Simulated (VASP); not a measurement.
# SrVO3: single point with r2SCAN+U

Crystal: SrVO3.

```xyz
5
Lattice="3.8409 0.0000 0.0000 0.0000 3.8409 0.0000 0.0000 0.0000 3.8409" Properties=species:S:1:pos:R:3 pbc="T T T"
Sr    1.9204    1.9204    1.9204
V     0.0000    0.0000    0.0000
O     1.9204    0.0000    0.0000
O     0.0000    1.9204    0.0000
O     0.0000    0.0000    1.9204
```

- Program: VASP 6.6.1
- Task: single point
- Functional: r2SCAN
- Potentials or basis: VASP PAW PBE potentials, release 64 (Sr_sv, V_sv, O)
- Cutoff: 520 eV
- k mesh: 5 × 5 × 5
- Occupations: gaussian, width 0.05 eV
- Spin: collinear spin, ferromagnetic start
- Starting moments: [0.0, 1.0, 0.0, 0.0, 0.0] μB
- Hubbard terms: V d U = 4.0 eV
- Dipole correction: no
- Further INCAR settings: ALGO = Normal; EDIFF = 1e-07; NBANDS = 32

```
Pressure                                              : 5.1 GPa
Band gap on the k mesh                                : zero (filled and empty bands overlap)
Net moment                                            : 1.00 μB per cell
Site moments                                          : Sr -0.00; V +1.20; O -0.08 μB
Valence electrons inside the program's atomic spheres : Sr 8.10; V 11.43; O 5.10
```

Levels at points of the mesh, in eV from the Fermi level:
Spin up:
| k point | band 19 | band 20 | band 21 | band 22 | band 23 | band 24 |
| --- | --- | --- | --- | --- | --- | --- |
| (0.00, 0.00, 0.00) | -1.86 | -1.86 | -1.41 | -1.41 | -1.41 | 2.00 |
Spin down:
| k point | band 18 | band 19 | band 20 | band 21 | band 22 | band 23 |
| --- | --- | --- | --- | --- | --- | --- |
| (0.00, 0.00, 0.00) | -2.04 | -2.04 | -2.04 | 1.75 | 1.75 | 1.75 |

Eigenvalues of the final occupation matrices:
```
    site  spin  trace               eigenvalues
site 2 d     1   2.00  0.30 0.30 0.46 0.46 0.46
site 2 d     2   0.82  0.09 0.09 0.09 0.28 0.28
```

Wall time 71 s on 1 thread of Intel(R) Xeon(R) Platinum 8559C (Emerald Rapids) (shared host), peak memory 0.21 GiB.

Caveat: the cell stands under pressure; the PAW data sets were made with another functional, which shifts forces and pressure a little. The state reached can hang on the start; a lower one may exist.
